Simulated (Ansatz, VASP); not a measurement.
Two plane-wave programs on Ti3CuBr

File INCAR:

```
SYSTEM = Ti3CuBr
PREC = Accurate
ENCUT = 520
EDIFF = 1E-6
ISMEAR = 0
SIGMA = 0.1
LREAL = .False.
LASPH = .True.
NELM = 150
ALGO = Normal
ISIF = 2
LWAVE = .False.
LCHARG = .False.
ISPIN = 2
MAGMOM = 1 1 1 1 0
LORBIT = 11
LMAXMIX = 4
GGA = PE
NBANDS = 39
```

File KPOINTS:

```
Automatic mesh
0
Gamma
  4 4 4
  0 0 0
```

The input POSCAR:

```
Ti3CuBr
1.0
    4.3993420700      0.0000000000      0.0000000000
    0.0000000000      4.3993420700      0.0000000000
    0.0000000000      0.0000000000      4.3993420700
Ti Cu Br
3 1 1
Direct
    0.0000000000      0.5000000000      0.5000000000
    0.5000000000      0.0000000000      0.5000000000
    0.5000000000      0.5000000000      0.0000000000
    0.0000000000      0.0000000000      0.0000000000
    0.5000000000      0.5000000000      0.5000000000
```

Input for Ansatz:

```yaml
crystal:
  lattice:
    - [4.39934207, 0.0, 0.0]
    - [0.0, 4.39934207, 0.0]
    - [0.0, 0.0, 4.39934207]
  atoms:
    - { symbol: Ti, position: [0.0, 0.5, 0.5], spin: 1.0 }
    - { symbol: Ti, position: [0.5, 0.0, 0.5], spin: 1.0 }
    - { symbol: Ti, position: [0.5, 0.5, 0.0], spin: 1.0 }
    - { symbol: Cu, position: [0.0, 0.0, 0.0], spin: 1.0 }
    - { symbol: Br, position: [0.5, 0.5, 0.5] }
basis:
  ecutwfc: 420
kpoints:
  mp_grid: { grid: [4, 4, 4] }
hamiltonian:
  xc: pbe
scf:
  occupations: { method: gaussian, width: 0.1 }
  lower_state_search: "off"
output:
  forces: true
  stress: true
  eigenvalues: true
  populations: true
magnetization:
  spin_polarized: true
```

Change from the starting cell: species swapped into the Mn3IrN type (Pm-3m, No. 221).

Alike in both runs: task single point; functional PBE; k mesh 4 × 4 × 4; occupations gaussian, width 0.1 eV; collinear spin.

```csv
,VASP,Ansatz
version,VASP 6.6.1,Ansatz 0.2.0
potentials or method,"VASP PAW PBE potentials, release 64 (Ti_sv, Cu, Br), cutoff 520 eV","scalar-relativistic, plane waves, PAW"
valence electrons in the cell,54,62
```

Ansatz gave:

| Item | Value |
| --- | --- |
| gap on the k mesh at the Fermi level (eV) | none |
| pressure (GPa) | 19.4 |
| net moment per atom (μB) | 0.14 |
| size of the moment on the site where the two differ most (μB) | 0.15 |

**Question.** What did VASP give for the same quantities?

**Answer.** gap on the k mesh at the Fermi level (eV): none; pressure (GPa): 19.6; net moment per atom (μB): 0.14; size of the moment on the site where the two differ most (μB): 0.18.

Site moments also hang on the region over which each program counts them. A gap of «none» marks a metal or a gap that the smearing closes. VASP's potentials hold 54 valence electrons a cell and Ansatz's 62, so a difference there can come from the potentials and not from the codes.
